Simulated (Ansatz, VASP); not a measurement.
One calculation of N, two programs

Contents of INCAR:

```
PREC = Accurate
ENCUT = 520
EDIFF = 1E-8
ISMEAR = -1
SIGMA = 0.08
LREAL = False
LASPH = True
NELM = 80
ALGO = Normal
ISIF = 2
LWAVE = False
LCHARG = False
GGA = PE
LEFG = True
NBANDS = 12
```

Contents of KPOINTS:

```
regular mesh
0
Gamma
  13 13 13
```

The input POSCAR:

```
N
1.0
    0.0000000000      2.1093586386      2.1093586386
    2.1093586386      0.0000000000      2.1093586386
    2.1093586386      2.1093586386      0.0000000000
N
2
Direct
    0.0000000000      0.0000000000      0.0000000000
    0.2500000000      0.2500000000      0.2500000000
```

Input for Ansatz:

```yaml
crystal:
  lattice:
    - [0.0, 2.1093586386, 2.1093586386]
    - [2.1093586386, 0.0, 2.1093586386]
    - [2.1093586386, 2.1093586386, 0.0]
  atoms:
    - { symbol: "N", position: [0.0, 0.0, 0.0] }
    - { symbol: "N", position: [0.25, 0.25, 0.25] }
kpoints:
  mp_grid: { grid: [13, 13, 13] }
scf:
  occupations: { method: fermi_dirac, width: 0.08 }
hamiltonian:
  xc: pbe
  pseudopotentials: { kind: paw }
output:
  forces: true
  stress: true
  eigenvalues: true
  efg: { contact_densities: true }
```

Change from the starting cell: volume scaled by 1.025, PAW files.

Alike in both runs: task electric field gradients; functional PBE; k mesh 13 × 13 × 13; occupations fermi-dirac, width 0.08 eV; no spin polarisation.

```csv
,VASP,Ansatz
version,VASP 6.6.1,Ansatz 0.2.0
potentials or method,"VASP PAW PBE potentials, release 64 (N)","PAW with Ansatz's default frozen-core files, scalar-relativistic"
plane-wave cutoff (eV),520,420
valence electrons in the cell,10,10
```

```csv
,VASP,Ansatz,Ansatz less VASP
pressure (GPa),-3.7,-3.7,-0.04
```
